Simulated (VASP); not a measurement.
Write the native input for VASP 6.6.1 that does the following.

- Task: single point
- Functional: PBE
- Potentials or basis: VASP PAW PBE potentials, release 64 (Mo_sv)
- Cutoff: 520 eV
- k mesh: 8 × 8 × 8
- Occupations: gaussian, width 0.05 eV
- Spin: no spin polarisation
- Dipole correction: no
- Further INCAR settings: ALGO = Fast; EDIFF = 1e-07; NBANDS = 13

The structure of Mo lies in POSCAR:

```
Mo
1.0
    0.0000000000      1.9843740664      1.9843740664
    1.9843740664      0.0000000000      1.9843740664
    1.9843740664      1.9843740664      0.0000000000
Mo
1
Direct
    0.0000000000      0.0000000000      0.0000000000
```

These files were run (other wordings do the same):

INCAR

```
PREC = Accurate ; ENCUT = 520
EDIFF = 1E-7 ; ISMEAR = 0
SIGMA = 0.05 ; LREAL = F
LASPH = T ; NELM = 60
ALGO = Fast ; ISIF = 2
LWAVE = F ; LCHARG = F
GGA = PE ; NBANDS = 13
```

KPOINTS

```
Automatic mesh
0
Gamma
  8 8 8
```

Potentials or basis: VASP PAW PBE potentials, release 64 (Mo_sv).

The run is started by

```sh
$ cat potpaw_PBE.64/Mo_sv/POTCAR > POTCAR
$ mpirun -np 1 vasp_std > vasp.out
```

Results of the run:

The pressure is 6.4 GPa. The band gap on the k mesh is zero (band 7 reaches 16.31 eV, above the bottom of band 8 at 11.44 eV).

Run time: 5.7 s on 1 thread of Intel(R) Xeon(R) Platinum 8488C (Sapphire Rapids) (shared host), peak memory 0.14 GiB.
